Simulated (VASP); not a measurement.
A run of VASP 6.6.1:

INCAR

```
SYSTEM = AlV2C
PREC = Accurate ; ENCUT = 520
EDIFF = 1E-6 ; ISMEAR = 0
SIGMA = 0.1 ; LREAL = .FALSE.
LASPH = .TRUE. ; NELM = 150
ALGO = Normal ; ISIF = 2
LWAVE = .FALSE. ; LCHARG = .TRUE.
ISPIN = 2 ; MAGMOM = 0 0 2 2 2 2 0 0
LORBIT = 11 ; LMAXMIX = 4
GGA = PE ; LELF = .TRUE.
LVHAR = .TRUE. ; NBANDS = 47
```

KPOINTS

```
Automatic mesh
0
G
  6 6 2
  0 0 0
```

File POSCAR:

```
AlV2C
1.0
    2.8875989900      0.0000000000      0.0000000000
   -1.4437995000      2.5007340900      0.0000000000
    0.0000000000      0.0000000000     13.1048231100
Al V C
2 4 2
Direct
    0.3333333300      0.6666666700      0.2500000000
    0.6666666700      0.3333333300      0.7500000000
    0.3333333300      0.6666666700      0.5863842400
    0.6666666700      0.3333333300      0.4136157600
    0.6666666700      0.3333333300      0.0863842400
    0.3333333300      0.6666666700      0.9136157600
    0.0000000000      0.0000000000      0.0000000000
    0.0000000000      0.0000000000      0.5000000000
```

Potentials or basis: VASP PAW PBE potentials, release 64 (Al, V_sv, C).

Launch:

```console
$ cat potpaw_PBE.64/Al/POTCAR potpaw_PBE.64/V_sv/POTCAR potpaw_PBE.64/C/POTCAR > POTCAR
$ mpirun -np 1 vasp_std > vasp.out
```

Hardware: 1 thread of Intel Xeon 6975P-C, on a shared host.

How long does it take, and how much memory?

Wall time 3 min on 1 thread of Intel Xeon 6975P-C, on a shared host, peak memory 0.32 GiB. Counts: scf iterations 18, k points 14.
